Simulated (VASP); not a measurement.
Here is a VASP 6.6.1 calculation.

The input INCAR:

```
SYSTEM = NiO
PREC = Accurate
ENCUT = 520
EDIFF = 1E-6
ISMEAR = -1
SIGMA = 0.05
LREAL = .FALSE.
LASPH = .TRUE.
NELM = 150
ALGO = Normal
ISIF = 2
LWAVE = .FALSE.
LCHARG = .FALSE.
ISPIN = 2
MAGMOM = 1 0
LORBIT = 11
LMAXMIX = 4
NBANDS = 19
```

The input KPOINTS:

```
Automatic mesh
0
G
  11 11 11
  0 0 0
```

The input POSCAR:

```
NiO
1.0
    0.0000000000      2.0719018797      2.0719018797
    2.0719018797      0.0000000000      2.0719018797
    2.0719018797      2.0719018797      0.0000000000
Ni O
1 1
Direct
    0.0000000000      0.0000000000      0.0000000000
    0.5000000000      0.5000000000      0.5000000000
```

Potentials or basis: VASP PAW LDA potentials, release 64 (Ni, O).

The run is started by

```bash
$ cat potpaw_LDA.64/Ni/POTCAR potpaw_LDA.64/O/POTCAR > POTCAR
$ mpirun -np 1 vasp_std > vasp.out
```

Problem. What does it give for the net moment?

Solution. 0.25 μB per cell.

Problem. Estimate the site moments.

Solution. Ni +0.21; O +0.03 μB.

Problem. Predict the pressure.

Solution. -16.0 GPa.

Caveat: the cell stands under tension.
